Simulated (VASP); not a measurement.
# Ta8HC8 (a cell with a defect) in VASP: notebook

The runs below take Ta8HC8 (a cell with a defect) through single point, relaxation of the atoms, with PBE.

Everything below comes from runs of VASP 6.6.1. Logs are shortened: lines on timing, memory, paths and dates and some standing lists are left out, and cuts for length are marked.

### Step 1. The cell of the first run

The cell holds a defect, 17 atoms: a = 6.299 Å, b = 6.299 Å, c = 6.299 Å, α = 60.00°, β = 60.00°, γ = 60.00°.

### Step 2. Single point, PBE

File INCAR:

```
SYSTEM = Ta8HC8
PREC = Accurate
ENCUT = 520
EDIFF = 1E-6
ISMEAR = -1
SIGMA = 0.1
LREAL = Auto
LASPH = .TRUE.
NELM = 60
ALGO = Normal
ISIF = 2
LWAVE = .FALSE.
LCHARG = .TRUE.
GGA = PE
LELF = .TRUE.
LVHAR = .TRUE.
NBANDS = 74
```

File KPOINTS:

```
Automatic mesh
0
G
  2 2 2
  0 0 0
```

File POSCAR:

```
Ta8HC8
1.0
    0.0000000000      4.4540000000      4.4540000000
    4.4540000000      0.0000000000      4.4540000000
    4.4540000000      4.4540000000      0.0000000000
Ta C H
8 8 1
Direct
    0.0007953059      0.0008789522      0.0009587262
    0.0007367317      0.0008197319      0.4977089349
    0.0007607034      0.4975570804      0.0009236518
    0.0059325520      0.4980142093      0.4980217998
    0.4973724092      0.0008778665      0.0009576404
    0.4979135189      0.0062694573      0.4979024642
    0.4978358603      0.4978175504      0.0065096693
    0.4980342810      0.4980180947      0.4980257233
    0.2501809663      0.2503759161      0.2505291016
    0.2502329530      0.2504264311      0.7491134516
    0.2502138116      0.7490177004      0.2505604806
    0.2405375228      0.7531609794      0.7532636793
    0.7489166298      0.2503769863      0.2505301532
    0.7530104531      0.2407493602      0.7532331174
    0.7529857673      0.7531058207      0.2409260285
    0.7530421062      0.7531618819      0.7532645831
    0.6241810277      0.6254310812      0.6262486947
```

Potentials or basis: VASP PAW PBE potentials, release 64 (Ta_pv, C, H).

Launch:

```
$ cat potpaw_PBE.64/Ta_pv/POTCAR potpaw_PBE.64/C/POTCAR potpaw_PBE.64/H/POTCAR > POTCAR
$ mpirun -np 1 vasp_std > vasp.out
```

OUTCAR:

```text
SYSTEM = Ta8HC8
   PREC = Accurate
   ENCUT = 520
   EDIFF = 1E-6
   ISMEAR = -1
   LREAL = Auto
   LASPH = .TRUE.
   NELM = 60
   ISIF = 2
   GGA = PE

 ion  position               nearest neighbor table
   1  0.001  0.001  0.001-  12 2.21  14 2.21  15 2.21  10 2.22  11 2.22  13 2.22   5 3.13   3 3.13
                             2 3.13   6 3.15   7 3.15   4 3.15   4 3.15   7 3.15   6 3.15   2 3.17
   2  0.001  0.001  0.498-  16 2.21  12 2.21  14 2.21  11 2.22  13 2.22   9 2.22   1 3.13   5 3.13
                             3 3.13   4 3.15   8 3.15   6 3.15   6 3.15   8 3.15   4 3.15   3 3.17
   3  0.001  0.498  0.001-  16 2.21  12 2.21  15 2.21  10 2.22  13 2.22   9 2.22   1 3.13   5 3.13
                             2 3.13   4 3.15   8 3.15   7 3.15   7 3.15   8 3.15   4 3.15   2 3.17
   4  0.006  0.498  0.498-  17 1.96   9 2.21  11 2.21  10 2.21  15 2.27  14 2.27  16 2.27   7 3.10
                             6 3.10   8 3.10   3 3.15   2 3.15   1 3.15   1 3.15   2 3.15   3 3.15
   5  0.497  0.001  0.001-  16 2.21  14 2.21  15 2.21  10 2.22  11 2.22   9 2.22   1 3.13   3 3.13
                             2 3.13   6 3.15   7 3.15   8 3.15   8 3.15   7 3.15   6 3.15   2 3.17
   6  0.498  0.006  0.498-  17 1.96   9 2.21  13 2.21  10 2.21  15 2.27  12 2.27  16 2.27   7 3.10
                             4 3.10   8 3.10   5 3.15   1 3.15   2 3.15   2 3.15   1 3.15   5 3.15
   7  0.498  0.498  0.007-  17 1.96   9 2.21  13 2.21  11 2.21  14 2.27  12 2.27  16 2.27   6 3.10
                             4 3.10   8 3.10   5 3.15   1 3.15   3 3.15   3 3.15   1 3.15   5 3.15
   8  0.498  0.498  0.498-  17 1.96  13 2.21  11 2.21  10 2.21  15 2.27  14 2.27  12 2.27   7 3.10
                             6 3.10   4 3.10   3 3.15   2 3.15   5 3.15   5 3.15   2 3.15   3 3.15
   9  0.250  0.250  0.251-   7 2.21   6 2.21   4 2.21   2 2.22   3 2.22   5 2.22
  10  0.250  0.250  0.749-   6 2.21   4 2.21   8 2.21   3 2.22   5 2.22   1 2.22
  11  0.250  0.749  0.251-   7 2.21   4 2.21   8 2.21   2 2.22   5 2.22   1 2.22
  12  0.241  0.753  0.753-   2 2.21   3 2.21   1 2.21   8 2.27   6 2.27   7 2.27
  13  0.749  0.250  0.251-   7 2.21   6 2.21   8 2.21   2 2.22   3 2.22   1 2.22
  14  0.753  0.241  0.753-   2 2.21   5 2.21   1 2.21   8 2.27   4 2.27   7 2.27
  15  0.753  0.753  0.241-   3 2.21   5 2.21   1 2.21   8 2.27   4 2.27   6 2.27
  16  0.753  0.753  0.753-   2 2.21   3 2.21   5 2.21   4 2.27   6 2.27   7 2.27
  17  0.624  0.625  0.626-   7 1.96   6 1.96   4 1.96   8 1.96

  LATTYP: Found a face centered cubic cell.
 ALAT       =     8.9080000000

  Lattice vectors:

 A1 = (   0.0000000000,   4.4540000000,   4.4540000000)
 A2 = (   4.4540000000,   0.0000000000,   4.4540000000)
 A3 = (   4.4540000000,   4.4540000000,   0.0000000000)

Analysis of symmetry for initial positions (statically):
=====================================================================
 Subroutine PRICEL returns:
 Original cell was already a primitive cell.

 Routine SETGRP: Setting up the symmetry group for a
 face centered cubic supercell.

 Subroutine GETGRP returns: Found  1 space group operations
 (whereof  1 operations were pure point group operations)
 out of a pool of 48 trial point group operations.

The static configuration has the point symmetry C_1 .

Analysis of symmetry for dynamics (positions and initial velocities):
=====================================================================
 Subroutine PRICEL returns:
 Original cell was already a primitive cell.

 Routine SETGRP: Setting up the symmetry group for a
 face centered cubic supercell.

 Subroutine GETGRP returns: Found  1 space group operations
 (whereof  1 operations were pure point group operations)
 out of a pool of 48 trial point group operations.

The dynamic configuration has the point symmetry C_1 .

 Subroutine INISYM returns: Found  1 space group operations
 (whereof  1 operations are pure point group operations),
 and found     1 'primitive' translations

----------------------------------------------------------------------------------------

                                     Primitive cell

  volume of cell :     176.7179

  direct lattice vectors                    reciprocal lattice vectors
     0.000000000  4.454000000  4.454000000    -0.112258644  0.112258644  0.112258644
     4.454000000  0.000000000  4.454000000     0.112258644 -0.112258644  0.112258644
     4.454000000  4.454000000  0.000000000     0.112258644  0.112258644 -0.112258644

  length of vectors
     6.298907207  6.298907207  6.298907207     0.194437675  0.194437675  0.194437675

  position of ions in fractional coordinates (direct lattice)
     0.000795306  0.000878952  0.000958726
     0.000736732  0.000819732  0.497708935
     0.000760703  0.497557080  0.000923652
     0.005932552  0.498014209  0.498021800
     0.497372409  0.000877866  0.000957640
     0.497913519  0.006269457  0.497902464
[... 9 lines left out ...]
[... 79 lines left out ...]
   PSTRESS=    0.0 pullay stress
   NELECT =     121.0000    total number of electrons
   NUPDOWN=      -1.0000    fix difference up-down
   EMIN   =  10.00;   EMAX   =-10.00  energy-range for DOS
   EFERMI =   0.00;   METHOD = LEGACY
   ISMEAR =    -1;   SIGMA  =   0.10  broadening in eV -4-tet -1-fermi 0-gaus
   EFERMI_NEDOS =   21; number of points for ismear=-14 and -15
   IALGO  =     38    algorithm
   IMIX   =      4    mixing-type and parameters
     AMIX     =   0.40;   BMIX     =  1.00
     AMIX_MAG =   1.60;   BMIX_MAG =  1.00
  volume/ion in A,a.u.               =      10.40        70.15
  Fermi-wavevector in a.u.,A,eV,Ry     =   1.442923  2.726729 28.327684  2.082026
  Thomas-Fermi vector in A             =   2.561388
   LORBIT       =      0    0 simple, 1 ext, 2 COOP (PROOUT), +10 PAW based schemes
   GGA     = PE    functional components
   LHFCALC =     F    Hartree Fock is set to
   AEXX    =    0.0000 exact exchange contribution
   IVDW    =     0    specifies the selected vdW correction
   LEPSILON=     F    determine dielectric tensor
   LRPA    =     F    only Hartree local field effects (RPA)
 non-spin polarized calculation
  energy-cutoff  :      520.00
  volume of cell :      176.72
 maximum number of plane-waves:      4800
 NGX is ok and might be reduce to    48
   NGX = 23   NGY = 23   NGZ = 23

 number of electron     120.9999999 magnetization

 Free energy of the ion-electron system (eV)
  ---------------------------------------------------
  ext. energy  EPLUGINS =         0.00000000
  ---------------------------------------------------
  free energy    TOTEN  =      -177.99290947 eV

  energy without entropy =     -177.90152210  energy(sigma->0) =     -177.94721579

 E-fermi :   8.4410     XC(G=0): -13.2638

 val. band max:        8.1035196123   @ k =   0.0000   0.0000   0.5000
 cond. band min:       8.7641277903   @ k =   0.0000   0.0000   0.5000
 fundamental gap:      0.6606081780
 Fermi energy:         8.4409722452

 k-point     1 :       0.0000    0.0000    0.0000
  band No.  band energies     occupation
      1     -27.4862      2.00000
      2     -27.3580      2.00000
      3     -27.3579      2.00000
      4     -27.3579      2.00000
      5     -27.3009      2.00000
      6     -27.2686      2.00000
[... 64 lines left out ...]
     71      11.0757      0.00000
     72      11.1809      0.00000

 k-point     2 :       0.5000    0.0000    0.0000
  band No.  band energies     occupation
      1     -27.3621      2.00000
      2     -27.2307      2.00000
      3     -27.2305      2.00000
      4     -27.2116      2.00000
      5     -27.2071      2.00000
      6     -27.2070      2.00000
[... 64 lines left out ...]
     71      11.7154      0.00000
     72      11.7361      0.00000

 k-point     3 :       0.0000    0.5000    0.0000
  band No.  band energies     occupation
      1     -27.3618      2.00000
      2     -27.2309      2.00000
      3     -27.2307      2.00000
      4     -27.2116      2.00000
      5     -27.2067      2.00000
      6     -27.2065      2.00000
[... 364 lines left out ...]
     71      11.3315      0.00000
     72      11.4210      0.00000

 k-point     8 :       0.5000    0.0000    0.5000
  band No.  band energies     occupation
      1     -27.2504      2.00000
      2     -27.2348      2.00000
      3     -27.1470      2.00000
      4     -27.1468      2.00000
      5     -27.1042      2.00000
      6     -27.0951      2.00000
[... 64 lines left out ...]
     71      11.3273      0.00000
     72      11.4313      0.00000
 [bands above 72 left out]

------------------------ aborting loop because EDIFF is reached ----------------------------------------

  FORCE on cell =-STRESS in cart. coord.  units (eV):
  Direction    XX          YY          ZZ          XY          YZ          ZX
  --------------------------------------------------------------------------------------
  -------------------------------------------------------------------------------------
  Total       11.7194389     11.7179679     11.7179981      0.0062859     -0.0267501     -0.0069756
  in kB      106.2519158    106.2385791    106.2388531      0.0569898     -0.2425240     -0.0632428
  external PRESSURE =     106.2431160 kB  Pullay stress =       0.0000000 kB

 VOLUME and BASIS-vectors are now :
 -----------------------------------------------------------------------------
  energy-cutoff  :      520.00
  volume of cell :      176.72
      direct lattice vectors                 reciprocal lattice vectors
     0.000000000  4.454000000  4.454000000    -0.112258644  0.112258644  0.112258644
     4.454000000  0.000000000  4.454000000     0.112258644 -0.112258644  0.112258644
     4.454000000  4.454000000  0.000000000     0.112258644  0.112258644 -0.112258644

 POSITION                                       TOTAL-FORCE (eV/Angst)
 -----------------------------------------------------------------------------------
      0.00819      0.00781      0.00746        -0.025505     -0.025017     -0.024957
      2.22045      2.22008      0.00693         0.022422      0.022955     -0.022979
      2.22023      0.00750      2.21951         0.023305     -0.024210      0.024188
      4.43634      2.24461      2.24458        -0.018633      0.028839      0.024506
      0.00818      2.21956      2.21921        -0.025436      0.024866      0.024926
      2.24558      4.43536      2.24563         0.029633     -0.019334      0.019525
[... 9 lines left out ...]
      6.70962      6.70909      6.70863         0.002146     -0.001381     -0.003957
      5.57498      5.56941      5.56577        -0.015181     -0.003862      0.003486
 -----------------------------------------------------------------------------------
    total drift:                                0.010838      0.002298     -0.002142

  FREE ENERGIE OF THE ION-ELECTRON SYSTEM (eV)
  ---------------------------------------------------
  free  energy   TOTEN  =      -177.9929094743 eV

  energy  without entropy=     -177.9015220968  energy(sigma->0) =     -177.94721579
```

Run time: 2.4 min. Hardware: 1 thread of Intel Xeon 6975P-C (Granite Rapids), shared host; peak memory 0.36 GiB.

What came out:

```
Free energy            : -177.9929 eV
Pressure               : 10.6 GPa
Largest force          : 0.058 eV/Å
Band gap on the k mesh : zero (an odd number of electrons rules out a gap without spin polarisation)
```

Forces on the atoms (eV/Å):
```
Ta  -0.026 -0.025 -0.025
Ta   0.022  0.023 -0.023
Ta   0.023 -0.024  0.024
Ta  -0.019  0.029  0.025
Ta  -0.025  0.025  0.025
Ta   0.030 -0.019  0.020
Ta   0.025  0.020 -0.019
Ta  -0.019 -0.025 -0.029
C    0.032  0.031  0.031
C   -0.033 -0.033  0.034
C   -0.032  0.033 -0.033
C    0.002  0.004  0.001
C    0.032 -0.031 -0.032
C    0.002  0.003 -0.003
C   -0.002 -0.005  0.005
C    0.002 -0.001 -0.004
H   -0.015 -0.004  0.003
```

Levels at points of the mesh, in eV from the Fermi level:
| k point | band 58 | band 59 | band 60 | band 61 | band 62 | band 63 | band 64 | band 65 | band 66 | band 67 |
| --- | --- | --- | --- | --- | --- | --- | --- | --- | --- | --- |
| (0.00, 0.00, 0.00) | -1.40 | -1.40 | -0.37 | -0.37 | -0.37 | 0.64 | 0.64 | 1.58 | 2.60 | 2.61 |
| (0.50, 0.00, 0.00) | -0.69 | -0.49 | -0.49 | -0.34 | -0.34 | 0.32 | 0.33 | 0.45 | 0.45 | 0.76 |
| (0.00, 0.50, 0.00) | -0.70 | -0.49 | -0.49 | -0.34 | -0.34 | 0.32 | 0.32 | 0.45 | 0.45 | 0.77 |
| (0.00, 0.00, 0.50) | -0.70 | -0.49 | -0.49 | -0.34 | -0.34 | 0.32 | 0.32 | 0.45 | 0.45 | 0.77 |
| (0.50, 0.50, 0.50) | -0.69 | -0.49 | -0.49 | -0.34 | -0.34 | 0.32 | 0.33 | 0.45 | 0.45 | 0.76 |
| (0.50, 0.50, 0.00) | -2.35 | 0.95 | 0.95 | 0.99 | 1.13 | 1.24 | 1.48 | 1.48 | 1.49 | 1.77 |
| (0.00, 0.50, 0.50) | -2.35 | 0.95 | 0.95 | 0.99 | 1.13 | 1.24 | 1.48 | 1.48 | 1.49 | 1.77 |
| (0.50, 0.00, 0.50) | -2.35 | 0.95 | 0.95 | 0.99 | 1.13 | 1.24 | 1.48 | 1.48 | 1.49 | 1.77 |

Caveat: the k points lie up to 0.61 Å⁻¹ apart, too coarse for converged energies and pressures of a metal; spin-orbit coupling is left out, which moves the levels of the heavy elements.

### Step 3. Relaxation of the atoms, PBE

Edit INCAR of step 2 so:

```diff
@@ -12,6 +12,6 @@
 LWAVE = .FALSE.
-LCHARG = .TRUE.
+LCHARG = .FALSE.
 GGA = PE
-LELF = .TRUE.
-LVHAR = .TRUE.
-NBANDS = 74
+IBRION = 2
+NSW = 45
+EDIFFG = -0.08
```

File KPOINTS:

```
regular mesh
0
G
  2 2 2
  0 0 0
```

File POSCAR:

```
Ta8HC8
1.0
    0.0000000000      4.4540000000      4.4540000000
    4.4540000000      0.0000000000      4.4540000000
    4.4540000000      4.4540000000      0.0000000000
Ta C H
8 8 1
Direct
    0.0000000000      0.0000000000      0.0000000000
    0.0000000000      0.0000000000      0.5000000000
    0.0000000000      0.5000000000      0.0000000000
    0.0000000000      0.5000000000      0.5000000000
    0.5000000000      0.0000000000      0.0000000000
    0.5000000000      0.0000000000      0.5000000000
    0.5000000000      0.5000000000      0.0000000000
    0.5000000000      0.5000000000      0.5000000000
    0.2500000000      0.2500000000      0.2500000000
    0.2500000000      0.2500000000      0.7500000000
    0.2500000000      0.7500000000      0.2500000000
    0.2500000000      0.7500000000      0.7500000000
    0.7500000000      0.2500000000      0.2500000000
    0.7500000000      0.2500000000      0.7500000000
    0.7500000000      0.7500000000      0.2500000000
    0.7500000000      0.7500000000      0.7500000000
    0.6226826000      0.6260591000      0.6286779000
```

Potentials or basis: VASP PAW PBE potentials, release 64 (Ta_pv, C, H).

Launch:

```
$ cat potpaw_PBE.64/Ta_pv/POTCAR potpaw_PBE.64/C/POTCAR potpaw_PBE.64/H/POTCAR > POTCAR
$ mpirun -np 1 vasp_std > vasp.out
```

Wall time 11 min (1 thread of Oxide Virtual Turin-like, shared host); peak memory 0.35 GiB.

The run converged. Its results:

```yaml
Free_energy: -177.9927 eV
Energy_gained_by_relaxing: 9.2 meV/atom
Ionic_steps: 5
Pressure_after_relaxing: 10.7 GPa
Largest_force_after_relaxing: 0.045 eV/Å
Band_gap_on_the_k_mesh: zero (an odd number of electrons rules out a gap without spin polarisation)
```

Forces in eV/Å, atoms in the order of the input:
```
Ta   0.016  0.016  0.016
Ta  -0.014 -0.014  0.015
Ta  -0.014  0.015 -0.015
Ta   0.029 -0.022 -0.025
Ta   0.016 -0.016 -0.016
Ta  -0.018  0.026 -0.026
Ta  -0.019 -0.023  0.023
Ta   0.029  0.025  0.022
C    0.020  0.018  0.017
C   -0.016 -0.018  0.018
C   -0.016  0.019 -0.019
C   -0.003  0.009  0.006
C    0.020 -0.017 -0.018
C    0.007 -0.001  0.001
C    0.002  0.000  0.000
C   -0.003 -0.006 -0.009
H   -0.037 -0.011  0.010
```

Step by step:
| step | energy change (eV) | largest force (eV/Å) | pressure (GPa) |
| --- | --- | --- | --- |
| 1 | 0.0000 | 0.9775 | 10.63 |
| 2 | -0.1522 | 0.2135 | 10.68 |
| 3 | -0.1539 | 0.0968 | 10.63 |
| 4 | -0.1538 | 0.1200 | 10.64 |
| 5 | -0.1561 | 0.0449 | 10.65 |

Final structure:
```
Ta C H
1.0
     0.00000    4.45400    4.45400
     4.45400    0.00000    4.45400
     4.45400    4.45400    0.00000
Ta C H
8 8 1
Cartesian
  0.0048 0.0050 0.0052
  2.2218 2.2221 0.0049
  2.2217 0.0049 2.2221
  4.4336 2.2466 2.2469
  0.0048 2.2218 2.2220
  2.2477 4.4325 2.2485
  2.2490 2.2495 4.4315
  4.4336 4.4341 4.4344
  2.2304 2.2298 2.2294
  4.4514 4.4509 2.2301
  4.4518 2.2302 4.4508
  6.7087 4.4265 4.4264
  2.2304 4.4516 4.4512
  4.4272 6.7080 4.4270
  4.4277 4.4276 6.7074
  6.7087 6.7087 6.7085
  5.5832 5.5718 5.5635
```

Levels at points of the mesh, in eV from the Fermi level:
| k point | band 59 | band 60 | band 61 | band 62 | band 63 | band 64 | band 65 | band 66 |
| --- | --- | --- | --- | --- | --- | --- | --- | --- |
| (0.00, 0.00, 0.00) | -1.40 | -0.38 | -0.38 | -0.38 | 0.64 | 0.64 | 1.60 | 2.60 |
| (0.50, 0.00, 0.00) | -0.49 | -0.49 | -0.34 | -0.34 | 0.32 | 0.33 | 0.45 | 0.46 |
| (0.00, 0.50, 0.00) | -0.49 | -0.49 | -0.34 | -0.34 | 0.32 | 0.33 | 0.46 | 0.46 |
| (0.00, 0.00, 0.50) | -0.50 | -0.49 | -0.34 | -0.34 | 0.32 | 0.32 | 0.46 | 0.46 |
| (0.50, 0.50, 0.50) | -0.49 | -0.49 | -0.34 | -0.34 | 0.32 | 0.33 | 0.45 | 0.46 |
| (0.50, 0.50, 0.00) | 0.95 | 0.95 | 0.97 | 1.15 | 1.26 | 1.45 | 1.47 | 1.51 |
| (0.00, 0.50, 0.50) | 0.95 | 0.95 | 0.97 | 1.15 | 1.26 | 1.45 | 1.47 | 1.51 |
| (0.50, 0.00, 0.50) | 0.95 | 0.95 | 0.97 | 1.15 | 1.26 | 1.45 | 1.47 | 1.51 |

Caveat: the k points lie up to 0.61 Å⁻¹ apart, too coarse for converged energies and pressures of a metal; spin-orbit coupling is left out, which moves the levels of the heavy elements; the relaxation stopped at a loose force limit of 0.08 eV/Å, so its end isn't a converged minimum.
